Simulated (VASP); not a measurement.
Set up this calculation in VASP 6.6.1, as the native input.

```
Task                   : single point
Functional             : r2SCAN
Potentials or basis    : VASP PAW PBE potentials, release 64 (C, O)
Cutoff                 : 520 eV
k mesh                 : 6 × 6 × 5, shifted
Occupations            : gaussian, width 0.01 eV
Spin                   : no spin polarisation
Dipole correction      : no
Further INCAR settings : ALGO = Normal; EDIFF = 1e-06; NBANDS = 25
```

CO2:

```
CELL_PARAMETERS angstrom
3.51610 0.00000 0.00000
0.00000 3.51610 0.00000
0.00000 0.00000 4.10430
ATOMIC_POSITIONS crystal
C 0.00000 0.00000 0.00000
C 0.50000 0.50000 0.50000
O 0.23000 0.23000 0.00000
O 0.27000 0.73000 0.50000
O 0.77000 0.77000 0.00000
O 0.73000 0.27000 0.50000
```

One way to write it, as run:

POSCAR

```
CO2
1.0
    3.5161000000      0.0000000000      0.0000000000
    0.0000000000      3.5161000000      0.0000000000
    0.0000000000      0.0000000000      4.1043000000
C O
2 4
Direct
    0.0000000000      0.0000000000      0.0000000000
    0.5000000000      0.5000000000      0.5000000000
    0.2300000000      0.2300000000      0.0000000000
    0.2700000000      0.7300000000      0.5000000000
    0.7700000000      0.7700000000      0.0000000000
    0.7300000000      0.2700000000      0.5000000000
```

INCAR.step1

```
SYSTEM = CO2
PREC = Accurate
ENCUT = 520
ISMEAR = 0
SIGMA = 0.01
LREAL = .FALSE.
LASPH = .TRUE.
NELM = 100
NBANDS = 25
GGA = PE
ALGO = Normal
EDIFF = 1E-4
LWAVE = .TRUE.
LCHARG = .FALSE.
```

INCAR.step2

```
SYSTEM = CO2
PREC = Accurate
ENCUT = 520
EDIFF = 1E-6
ISMEAR = 0
SIGMA = 0.01
LREAL = .FALSE.
LASPH = .TRUE.
NELM = 100
ALGO = Normal
ISIF = 2
LWAVE = .FALSE.
LCHARG = .FALSE.
METAGGA = R2SCAN
LMIXTAU = .TRUE.
NBANDS = 25
ISTART = 1
```

KPOINTS

```
Automatic mesh
0
Gamma
  6 6 5
  0.5 0.5 0
```

Potentials or basis: VASP PAW PBE potentials, release 64 (C, O).

Run with:

```sh
$ cat potpaw_PBE.64/C/POTCAR potpaw_PBE.64/O/POTCAR > POTCAR
$ cp INCAR.step1 INCAR
$ mpirun -np 1 vasp_std > vasp.out
$ cp INCAR.step2 INCAR
$ mpirun -np 1 vasp_std > vasp.out
```

It gave:

```yaml
Pressure: 32.7 GPa
Largest_force: 1.704 eV/Å
Band_gap_on_the_k_mesh: 6.73 eV (least direct gap 7.53 eV)
```

Caveat: the stress differs along the axes, from 24 to 37 GPa; the PAW data sets were made with another functional, which shifts forces and pressure a little; a shifted mesh leaves out Γ, where band edges can lie.

It took 85 s on 1 thread of AMD EPYC 7R43 64-Core Processor (Zen 3), with other jobs on the host, peak memory 0.13 GiB.
